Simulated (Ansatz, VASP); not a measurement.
## One calculation of Pt, two programs

Contents of INCAR:

```
SYSTEM = Pt
  PREC = Accurate
  ENCUT = 600
  EDIFF = 1E-7
  ISMEAR = 0
  SIGMA = 0.1
  LREAL = .FALSE.
  LASPH = .TRUE.
  NELM = 80
  ALGO = Normal
  ISIF = 3
  LWAVE = .FALSE.
  LCHARG = .FALSE.
  GGA = PE
  IBRION = 2
  NSW = 80
  EDIFFG = -0.01
```

Contents of KPOINTS:

```
Automatic mesh
0
G
  18 18 18
  0 0 0
```

File POSCAR:

```
Pt
1.0
    0.0000000000      1.9852652235      1.9852652235
    1.9852652235      0.0000000000      1.9852652235
    1.9852652235      1.9852652235      0.0000000000
Pt
1
Direct
    0.0000000000      0.0000000000      0.0000000000
```

Input for Ansatz:

```yaml
crystal:
  lattice:
    - [0.0, 1.9852652235, 1.9852652235]
    - [1.9852652235, 0.0, 1.9852652235]
    - [1.9852652235, 1.9852652235, 0.0]
  atoms:
    - { symbol: Pt, position: [0.0, 0.0, 0.0] }
basis:
  ecutwfc: 420
kpoints:
  mp_grid: { grid: [18, 18, 18] }
hamiltonian:
  xc: pbe
scf:
  occupations: { method: gaussian, width: 0.1 }
output:
  forces: true
  stress: true
  eigenvalues: true
relax:
  adjacent_minimum: "off"
  f_tol: 0.01
  max_steps: 60
  cell: { stress_tol: 0.1 }
```

Alike in both runs: task relaxation of cell and atoms; functional PBE; k mesh 18 × 18 × 18; occupations gaussian, width 0.1 eV; no spin polarisation.

```csv
,VASP,Ansatz
version,VASP 6.6.1,Ansatz 0.2.0
potentials or method,"VASP PAW PBE potentials, release 64 (Pt), cutoff 600 eV","scalar-relativistic, plane waves, PAW"
valence electrons in the cell,10,18
```

|  | VASP | Ansatz | Ansatz less VASP |
| --- | --- | --- | --- |
| gap on the k mesh at the Fermi level, each at its own relaxed structure (eV) | none | none | - |
| relaxed volume (Å³/atom) | 15.62 | 15.65 | +0.032 |
| relaxed cell length with the largest relative difference (Å) | 2.806 | 2.808 | +0.0019 |

A gap of «none» marks a metal or a gap that the smearing closes. VASP's potentials hold 10 valence electrons a cell and Ansatz's 18, so a difference there can come from the potentials and not from the codes.

Spin-orbit coupling is off throughout.
